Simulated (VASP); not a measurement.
# AgB2 (P6/mmm) in VASP: a series of runs

The runs below take AgB2 through single point, with PBE+D3(BJ), PBE+D4.

Everything below comes from runs of VASP 6.6.1. Logs are shortened: lines on timing, memory, paths and dates and some standing lists are left out, and cuts for length are marked.

## (1) The cell of the first run

The structure is hexagonal, space group P6/mmm (No. 191). Conventional cell: a = 2.997 Å, b = 2.997 Å, c = 4.023 Å, α = 90.00°, β = 90.00°, γ = 120.00°. Within 3.5 Å of Ag (site symmetry 6/mmm) lie 12 B at 2.65 Å and 6 Ag at 3.00 Å. B (site symmetry -6m2) has 3 B at 1.73 Å within 2.3 Å.

## (2) Single point, PBE+D3(BJ)

Input file INCAR:

```
SYSTEM = AgB2
  PREC = Accurate
  ENCUT = 520
  EDIFF = 1E-6
  ISMEAR = 0
  SIGMA = 0.05
  LREAL = .FALSE.
  LASPH = .TRUE.
  NELM = 80
  ALGO = Normal
  ISIF = 2
  LWAVE = .FALSE.
  LCHARG = .FALSE.
  GGA = PE
  IVDW = 12
  NBANDS = 16
```

Input file KPOINTS:

```
regular mesh
0
G
  10 10 8
  0 0 0
```

Input file POSCAR:

```
AgB2
1.0
    2.9970797157      0.0000000000      0.0000000000
   -1.4985398578      2.5955471710      0.0000000000
    0.0000000000      0.0000000000      4.0234477763
Ag B
1 2
Direct
    0.0000000000      0.0000000000      0.0000000000
    0.3333333333      0.6666666667      0.5000000000
    0.6666666667      0.3333333333      0.5000000000
```

Potentials or basis: VASP PAW PBE potentials, release 64 (Ag, B).

On the command line:

```sh
cat potpaw_PBE.64/Ag/POTCAR potpaw_PBE.64/B/POTCAR > POTCAR
mpirun -np 1 vasp_std > vasp.out
```

OUTCAR:

```text
SYSTEM = AgB2
   PREC = Accurate
   ENCUT = 520
   EDIFF = 1E-6
   ISMEAR = 0
   LREAL = .FALSE.
   LASPH = .TRUE.
   NELM = 80
   ISIF = 2
   GGA = PE
   IVDW = 12
 IVDW          = 12

 ion  position               nearest neighbor table
   1  0.000  0.000  0.000-   2 2.65   3 2.65   2 2.65   3 2.65   3 2.65   3 2.65   2 2.65   2 2.65
                             3 2.65   3 2.65   2 2.65   2 2.65
   2  0.333  0.667  0.500-   3 1.73   3 1.73   3 1.73   1 2.65   1 2.65   1 2.65   1 2.65   1 2.65
                             1 2.65
   3  0.667  0.333  0.500-   2 1.73   2 1.73   2 1.73   1 2.65   1 2.65   1 2.65   1 2.65   1 2.65
                             1 2.65

  LATTYP: Found a hexagonal cell.
 ALAT       =     2.9970797157
 C/A-ratio  =     1.3424560432

  Lattice vectors:

 A1 = (   2.9970797157,   0.0000000000,   0.0000000000)
 A2 = (  -1.4985398578,   2.5955471710,   0.0000000000)
 A3 = (   0.0000000000,   0.0000000000,   4.0234477763)

Analysis of symmetry for initial positions (statically):
=====================================================================
 Subroutine PRICEL returns:
 Original cell was already a primitive cell.

 Routine SETGRP: Setting up the symmetry group for a
 hexagonal supercell.

 Subroutine GETGRP returns: Found 24 space group operations
 (whereof 24 operations were pure point group operations)
 out of a pool of 24 trial point group operations.

The static configuration has the point symmetry D_6h.

Analysis of symmetry for dynamics (positions and initial velocities):
=====================================================================
 Subroutine PRICEL returns:
 Original cell was already a primitive cell.

 Routine SETGRP: Setting up the symmetry group for a
 hexagonal supercell.

 Subroutine GETGRP returns: Found 24 space group operations
 (whereof 24 operations were pure point group operations)
 out of a pool of 24 trial point group operations.

The dynamic configuration has the point symmetry D_6h.

 Subroutine INISYM returns: Found 24 space group operations
 (whereof 24 operations are pure point group operations),
 and found     1 'primitive' translations

----------------------------------------------------------------------------------------

                                     Primitive cell

  volume of cell :      31.2986

  direct lattice vectors                    reciprocal lattice vectors
     2.997079716  0.000000000  0.000000000     0.333658126  0.192637609  0.000000000
    -1.498539858  2.595547171  0.000000000     0.000000000  0.385275217  0.000000000
     0.000000000  0.000000000  4.023447776     0.000000000  0.000000000  0.248543055

  length of vectors
     2.997079716  2.997079716  4.023447776     0.385275217  0.385275217  0.248543055

  position of ions in fractional coordinates (direct lattice)
     0.000000000  0.000000000  0.000000000
     0.333333333  0.666666667  0.500000000
     0.666666667  0.333333333  0.500000000

  ion indices of the primitive-cell ions
   primitive index   ion index
                 1           1
                 2           2
                 3           3

----------------------------------------------------------------------------------------

 KPOINTS: regular mesh

Automatic generation of k-mesh.
 Grid dimensions read from file:
 generate k-points for:   10   10    8

 Generating k-lattice:

  Cartesian coordinates                     Fractional coordinates (reciprocal lattice)
     0.033365813  0.019263761  0.000000000     0.100000000  0.000000000  0.000000000
     0.000000000  0.038527522  0.000000000     0.000000000  0.100000000  0.000000000
     0.000000000  0.000000000  0.031067882     0.000000000  0.000000000  0.125000000

  Length of vectors
     0.038527522  0.038527522  0.031067882

  Shift w.r.t. Gamma in fractional coordinates (k-lattice)
     0.000000000  0.000000000  0.000000000

 Subroutine IBZKPT returns following result:
 ===========================================

 Found     70 irreducible k-points:

 Following reciprocal coordinates:
            Coordinates               Weight
  0.000000  0.000000  0.000000      1.000000
  0.100000  0.000000  0.000000      6.000000
  0.200000  0.000000  0.000000      6.000000
  0.300000  0.000000  0.000000      6.000000
  0.400000  0.000000  0.000000      6.000000
  0.500000  0.000000  0.000000      3.000000
[... 16 lines left out ...]
  0.300000  0.100000  0.125000     24.000000
  0.400000  0.100000  0.125000     24.000000
 [... further k-points ...]
   k-points           NKPTS =     70   k-points in BZ     NKDIM =     70   number of bands    NBANDS=     16
   number of dos      NEDOS =    301   number of ions     NIONS =      3
   total plane-waves  NPLWV =  17280
   dimension x,y,z NGX =    24 NGY =   24 NGZ =   30
   dimension x,y,z NGXF=    48 NGYF=   48 NGZF=   60
   ions per type =               1   2
   NGX,Y,Z   is equivalent  to a cutoff of  13.31, 13.31, 12.40 a.u.
   NGXF,Y,Z  is equivalent  to a cutoff of  26.63, 26.63, 24.79 a.u.
 SYSTEM =  AgB2
   PREC   = accura    normal or accurate (medium, high low for compatibility)
   ISTART =      0    job   : 0-new  1-cont  2-samecut
   ICHARG =      2    charge: 1-file 2-atom 10-const
   ISPIN  =      1    spin polarized calculation?
   LNONCOLLINEAR =      F non collinear calculations
   LSORBIT =      F    spin-orbit coupling
   LASPH  =      T    aspherical Exc in radial PAW
   ENCUT  =  520.0 eV  38.22 Ry    6.18 a.u.   5.57  5.57  7.48*2*pi/ulx,y,z
   NELM   =     80;   NELMIN=  2; NELMDL= -5     # of ELM steps
   EDIFF  = 0.1E-05   stopping-criterion for ELM
   LREAL  =      F    real-space projection
   EDIFFG = 0.1E-04   stopping-criterion for IOM
   NSW    =      0    number of steps for IOM
   IBRION =     -1    ionic relax: 0-MD 1-quasi-New 2-CG
   NFREE  =      0    steps in history (QN), initial steepest desc. (CG)
   ISIF   =      2    stress and relaxation
   ISYM   =      2    0-nonsym 1-usesym 2-fastsym
   POTIM  = 0.5000    time-step for ionic-motion
   TEBEG  =    0.0;   TEEND  =   0.0 temperature during run
   PSTRESS=    0.0 pullay stress
   NELECT =      17.0000    total number of electrons
   NUPDOWN=      -1.0000    fix difference up-down
   EMIN   =  10.00;   EMAX   =-10.00  energy-range for DOS
   EFERMI =   0.00;   METHOD = LEGACY
   ISMEAR =     0;   SIGMA  =   0.05  broadening in eV -4-tet -1-fermi 0-gaus
   EFERMI_NEDOS =   21; number of points for ismear=-14 and -15
   IALGO  =     38    algorithm
   IMIX   =      4    mixing-type and parameters
     AMIX     =   0.40;   BMIX     =  1.00
     AMIX_MAG =   1.60;   BMIX_MAG =  1.00
  volume/ion in A,a.u.               =      10.43        70.40
  Fermi-wavevector in a.u.,A,eV,Ry     =   1.335722  2.524148 24.274863  1.784152
  Thomas-Fermi vector in A             =   2.464404
   LORBIT       =      0    0 simple, 1 ext, 2 COOP (PROOUT), +10 PAW based schemes
   GGA     = PE    functional components
   LHFCALC =     F    Hartree Fock is set to
   AEXX    =    0.0000 exact exchange contribution
   IVDW    =    12    specifies the selected vdW correction
   LEPSILON=     F    determine dielectric tensor
   LRPA    =     F    only Hartree local field effects (RPA)
 non-spin polarized calculation
 Gauss-broadening in eV      SIGMA  =   0.05
  energy-cutoff  :      520.00
  volume of cell :       31.30
 maximum number of plane-waves:       873
 NGX is ok and might be reduce to    24
   NGX = 11   NGY = 11   NGZ = 15

 number of electron      16.9999992 magnetization

 Free energy of the ion-electron system (eV)
  ---------------------------------------------------
  ext. energy  EPLUGINS =         0.00000000
  ---------------------------------------------------
  free energy    TOTEN  =       -14.56047067 eV

  energy without entropy =      -14.55930059  energy(sigma->0) =      -14.55988563

 E-fermi :   7.3248     XC(G=0): -12.1286

 val. band max:        7.3221953797   @ k =   0.3000   0.0000   0.5000
 cond. band min:       7.3427398360   @ k =   0.1000   0.1000   0.0000
 fundamental gap:      0.0205444563
 Fermi energy:         7.3248430485

 k-point     1 :       0.0000    0.0000    0.0000
  band No.  band energies     occupation
      1      -4.9146      2.00000
      2       1.5708      2.00000
      3       2.4979      2.00000
      4       2.4979      2.00000
      5       3.4670      2.00000
      6       3.4758      2.00000
[... 8 lines left out ...]
     15      24.1582      0.00000
     16      25.3704      0.00000

 k-point     2 :       0.1000    0.0000    0.0000
  band No.  band energies     occupation
      1      -4.7297      2.00000
      2       1.7038      2.00000
      3       2.3965      2.00000
      4       2.6162      2.00000
      5       2.6867      2.00000
      6       3.4478      2.00000
[... 8 lines left out ...]
     15      24.6959      0.00000
     16      24.7347      0.00000

 k-point     3 :       0.2000    0.0000    0.0000
  band No.  band energies     occupation
      1      -4.1834      2.00000
      2       1.9002      2.00000
      3       2.0972      2.00000
      4       2.2391      2.00000
      5       2.9441      2.00000
      6       3.3755      2.00000
[... 8 lines left out ...]
     15      23.0596      0.00000
     16      23.8616      0.00000

 k-point     4 :       0.3000    0.0000    0.0000
  band No.  band energies     occupation
      1      -3.3000      2.00000
      2       1.5644      2.00000
      3       1.6933      2.00000
      4       2.2537      2.00000
      5       3.2875      2.00000
      6       3.3994      2.00000
[... 8 lines left out ...]
     15      21.4270      0.00000
     16      23.2864      0.00000
[... 324 lines left out ...]
 k-point    22 :       0.2000    0.1000    0.1250
  band No.  band energies     occupation
      1      -3.5692      2.00000
      2       1.6551      2.00000
      3       1.9646      2.00000
      4       2.2586      2.00000
      5       3.1545      2.00000
      6       3.2852      2.00000
[... 8 lines left out ...]
     15      20.2566      0.00000
     16      23.2950      0.00000

 k-point    23 :       0.3000    0.1000    0.1250
  band No.  band energies     occupation
      1      -2.5624      2.00000
      2       1.1119      2.00000
      3       1.7763      2.00000
      4       2.1920      2.00000
      5       2.9893      2.00000
      6       3.6303      2.00000
[... 8 lines left out ...]
     15      20.7038      0.00000
     16      22.3266      0.00000

 k-point    24 :       0.4000    0.1000    0.1250
  band No.  band energies     occupation
      1      -1.3114      2.00000
      2       0.0438      2.00000
      3       1.7216      2.00000
      4       1.8468      2.00000
      5       2.8689      2.00000
      6       3.9079      2.00000
[... 8 lines left out ...]
     15      21.1974      0.00000
     16      23.2388      0.00000

 [... further k-points ...]

------------------------ aborting loop because EDIFF is reached ----------------------------------------

 Edisp (eV)   -1.00465

 E8    (eV) :    -0.3932

  FORCE on cell =-STRESS in cart. coord.  units (eV):
  Direction    XX          YY          ZZ          XY          YZ          ZX
  --------------------------------------------------------------------------------------
  -------------------------------------------------------------------------------------
  Total      -0.20116    -0.20116    -0.23507    -0.00000    -0.00000     0.00000
  in kB     -10.29748   -10.29748   -12.03309    -0.00000    -0.00000     0.00000
  external pressure =      -10.88 kB  Pullay stress =        0.00 kB

 VOLUME and BASIS-vectors are now :
 -----------------------------------------------------------------------------
  energy-cutoff  :      520.00
  volume of cell :       31.30
      direct lattice vectors                 reciprocal lattice vectors
     2.997079716  0.000000000  0.000000000     0.333658126  0.192637609  0.000000000
    -1.498539858  2.595547171  0.000000000     0.000000000  0.385275217  0.000000000
     0.000000000  0.000000000  4.023447776     0.000000000  0.000000000  0.248543055

 POSITION                                       TOTAL-FORCE (eV/Angst)
 -----------------------------------------------------------------------------------
      0.00000      0.00000      0.00000         0.000000      0.000000      0.000000
     -0.00000      1.73036      2.01172        -0.000000      0.000000      0.000000
      1.49854      0.86518      2.01172        -0.000000     -0.000000     -0.000000
 -----------------------------------------------------------------------------------
    total drift:                               -0.000000      0.000000      0.000000

  FREE ENERGIE OF THE ION-ELECTRON SYSTEM (eV)
  ---------------------------------------------------
  free  energy   TOTEN  =       -15.5651173447 eV

  energy  without entropy=      -15.5639472664  energy(sigma->0) =      -15.56453231
```

Wall time 43 s (1 thread of Intel Xeon 8259CL, shared host); peak memory 0.18 GiB.

Results:

```yaml
Free_energy: -15.5651 eV
Pressure: -1.1 GPa
Dispersion_energy_per_atom: -0.335 eV
```

Stress tensor (GPa, compression positive):
```
-1.03  0.00  0.00
 0.00 -1.03  0.00
 0.00  0.00 -1.20
```

Levels at points of the mesh, in eV from the Fermi level:
```tsv
k point	band 5	band 6	band 7	band 8	band 9	band 10	band 11	band 12
(0.00, 0.00, 0.00)	-3.86	-3.85	-3.85	1.30	1.30	1.44	7.61	7.61
(0.50, 0.00, 0.00)	-4.13	-3.28	-2.62	-1.72	2.51	3.01	4.01	6.11
(0.00, 0.00, 0.50)	-4.71	-3.99	-3.99	0.97	0.97	7.70	8.83	8.83
(0.50, 0.00, 0.50)	-4.00	-3.27	-2.64	-2.59	-0.33	1.43	6.53	9.51
```

Caveat: three body term missing; pairwise dispersion overbinds metals, which lowers pressure and volume.

## (3) Single point, PBE+D3(BJ)

Input file INCAR:

```
ALGO     = Normal         # electronic algorithm
EDIFF    = 1E-6           # SCF threshold, eV
ENCUT    = 520            # plane-wave cutoff, eV
GGA      = PE             # functional
ISIF     = 2              # what is computed and relaxed
ISMEAR   = 0              # smearing method
IVDW     = 12             # dispersion correction
LASPH    = T              # aspherical terms in the spheres
LCHARG   = F              # write CHGCAR
LREAL    = F              # projectors in reciprocal space
LWAVE    = F              # write WAVECAR
NBANDS   = 16             # bands
NELM     = 60             # most SCF steps
PREC     = Accurate       # precision mode
SIGMA    = 0.05           # smearing width, eV
```

Input file KPOINTS:

```
k-points
0
Gamma
  10 10 8
```

Input file POSCAR:

```
AgB2
1.0
    2.9962468781      0.0000000000      0.0000000000
   -1.4981234390      2.5948259124      0.0000000000
    0.0000000000      0.0000000000      4.0256848045
Ag B
1 2
Direct
    0.0000000000      0.0000000000      0.0000000000
    0.3333333333      0.6666666667      0.5000000000
    0.6666666667      0.3333333333      0.5000000000
```

Potentials or basis: VASP PAW PBE potentials, release 64 (Ag, B).

On the command line:

```sh
cat potpaw_PBE.64/Ag/POTCAR potpaw_PBE.64/B/POTCAR > POTCAR
mpirun -np 1 vasp_std > vasp.out
```

It took 43 s on 1 thread of Intel Xeon 8259CL, shared host; peak memory 0.18 GiB.

The run converged. Its results:

- Free energy: -15.5651 eV
- Pressure: -1.0 GPa
- Dispersion energy per atom: -0.335 eV

Stress tensor (GPa, compression positive):
```
-0.93  0.00  0.00
 0.00 -0.93  0.00
 0.00  0.00 -1.28
```

Levels at points of the mesh, in eV from the Fermi level:
| k point | band 4 | band 5 | band 6 | band 7 | band 8 | band 9 | band 10 | band 11 | band 12 | band 13 |
| --- | --- | --- | --- | --- | --- | --- | --- | --- | --- | --- |
| (0.00, 0.00, 0.00) | -4.83 | -3.86 | -3.85 | -3.85 | 1.30 | 1.30 | 1.43 | 7.62 | 7.62 | 9.67 |
| (0.50, 0.00, 0.00) | -5.62 | -4.13 | -3.28 | -2.62 | -1.72 | 2.51 | 3.00 | 4.01 | 6.11 | 8.07 |
| (0.00, 0.00, 0.50) | -4.71 | -4.71 | -3.99 | -3.99 | 0.98 | 0.98 | 7.68 | 8.83 | 8.83 | 9.15 |
| (0.50, 0.00, 0.50) | -4.84 | -4.00 | -3.27 | -2.63 | -2.60 | -0.33 | 1.44 | 6.54 | 9.51 | 9.56 |

Caveat: three body term missing; pairwise dispersion overbinds metals, which lowers pressure and volume.

## (4) Single point, PBE+D4

This run uses another cell than the first one, of 10.31 Å³/atom, 0.989 times its volume.

Input file INCAR:

```
  PREC = Accurate
  ENCUT = 520
  EDIFF = 1E-6
  ISMEAR = 0
  SIGMA = 0.05
  LREAL = F
  LASPH = T
  NELM = 60
  ALGO = Normal
  ISIF = 2
  LWAVE = F
  LCHARG = F
  GGA = PE
  IVDW = 13
  NBANDS = 16
```

Input file KPOINTS:

```
Automatic mesh
0
Gamma
  10 10 8
```

Input file POSCAR:

```
AgB2
1.0
    2.9956513828      0.0000000000      0.0000000000
   -1.4978256914      2.5943101983      0.0000000000
    0.0000000000      0.0000000000      3.9813643559
Ag B
1 2
Direct
    0.0000000000      0.0000000000      0.0000000000
    0.3333333333      0.6666666667      0.5000000000
    0.6666666667      0.3333333333      0.5000000000
```

On the command line:

```sh
cat potpaw_PBE.64/Ag/POTCAR potpaw_PBE.64/B/POTCAR > POTCAR
mpirun -np 1 vasp_std > vasp.out
```

Run time: 43 s. Hardware: 1 thread of Intel Xeon 8259CL, shared host; peak memory 0.17 GiB.

Results (log left out):

```yaml
Free_energy: -15.7030 eV
Pressure: -0.5 GPa
Dispersion_energy_per_atom: -0.385 eV
```

Levels at points of the mesh, in eV from the Fermi level:
| k point | band 6 | band 7 | band 8 | band 9 | band 10 | band 11 |
| --- | --- | --- | --- | --- | --- | --- |
| (0.00, 0.00, 0.00) | -3.89 | -3.85 | 1.29 | 1.29 | 1.61 | 7.55 |
| (0.50, 0.00, 0.00) | -3.32 | -2.62 | -1.77 | 2.52 | 3.08 | 4.10 |
| (0.00, 0.00, 0.50) | -4.05 | -4.05 | 0.94 | 0.94 | 7.96 | 8.84 |
| (0.50, 0.00, 0.50) | -3.31 | -2.72 | -2.53 | -0.29 | 1.42 | 6.49 |

Caveat: pairwise dispersion overbinds metals, which lowers pressure and volume.

## (5) Single point, PBE+D4

This run uses another cell than the first one, of 10.28 Å³/atom, 0.986 times its volume.

Input file INCAR:

```
SYSTEM = AgB2
  ALGO = Normal
  EDIFF = 1E-6
  ENCUT = 520
  GGA = PE
  ISIF = 2
  ISMEAR = 0
  IVDW = 13
  LASPH = .TRUE.
  LCHARG = .TRUE.
  LELF = .TRUE.
  LREAL = .FALSE.
  LVHAR = .TRUE.
  LWAVE = .FALSE.
  NBANDS = 16
  NELM = 80
  PREC = Accurate
  SIGMA = 0.05
```

Input file KPOINTS:

```
k-points
0
G
  10 10 8
  0 0 0
```

Input file POSCAR:

```
AgB2
1.0
    2.9933058084      0.0000000000      0.0000000000
   -1.4966529042      2.5922788714      0.0000000000
    0.0000000000      0.0000000000      3.9755762100
Ag B
1 2
Direct
    0.0000000000      0.0000000000      0.0000000000
    0.3333333333      0.6666666667      0.5000000000
    0.6666666667      0.3333333333      0.5000000000
```

On the command line:

```sh
cat potpaw_PBE.64/Ag/POTCAR potpaw_PBE.64/B/POTCAR > POTCAR
mpirun -np 1 vasp_std > vasp.out
```

Run time: 46 s. Hardware: 1 thread of Intel Xeon 8259CL, shared host; peak memory 0.17 GiB.

Results (log left out):

| Quantity | Value |
| --- | --- |
| Free energy | -15.7031 eV |
| Pressure | -0.1 GPa |
| Dispersion energy per atom | -0.386 eV |

Stress tensor (GPa, compression positive):
```
-0.02  0.00  0.00
 0.00 -0.02  0.00
 0.00  0.00 -0.14
```

Levels at points of the mesh, in eV from the Fermi level:
```tsv
k point	band 6	band 7	band 8	band 9	band 10	band 11
(0.00, 0.00, 0.00)	-3.90	-3.86	1.29	1.29	1.63	7.55
(0.50, 0.00, 0.00)	-3.32	-2.62	-1.78	2.52	3.09	4.11
(0.00, 0.00, 0.50)	-4.06	-4.06	0.94	0.94	7.99	8.85
(0.50, 0.00, 0.50)	-3.32	-2.73	-2.52	-0.29	1.42	6.50
```

Caveat: pairwise dispersion overbinds metals, which lowers pressure and volume.

## (6) The runs side by side

```csv
level,cell,gap on the mesh (eV),pressure (GPa)
PBE+D3(BJ),"a = 2.997, b = 2.997, c = 4.023 Å, angles 90.0, 90.0, 120.0°, 3 atoms",none,-1.1
PBE+D3(BJ),"a = 2.996, b = 2.996, c = 4.026 Å, angles 90.0, 90.0, 120.0°, 3 atoms",none,-1.0
PBE+D4,"a = 2.996, b = 2.996, c = 3.981 Å, angles 90.0, 90.0, 120.0°, 3 atoms",none,-0.5
PBE+D4,"a = 2.993, b = 2.993, c = 3.976 Å, angles 90.0, 90.0, 120.0°, 3 atoms",none,-0.1
```

Alike in all rows: task single point; potentials or basis VASP PAW PBE potentials, release 64 (Ag, B); no spin polarisation; k mesh 10 × 10 × 8; cutoff (eV) 520; smearing gaussian 0.05 eV.

Caveats: pairwise dispersion overbinds metals, which lowers pressure and volume; three body term missing (some runs).

Total energies depend on the potentials used, so only differences within one code and one set of settings carry meaning.
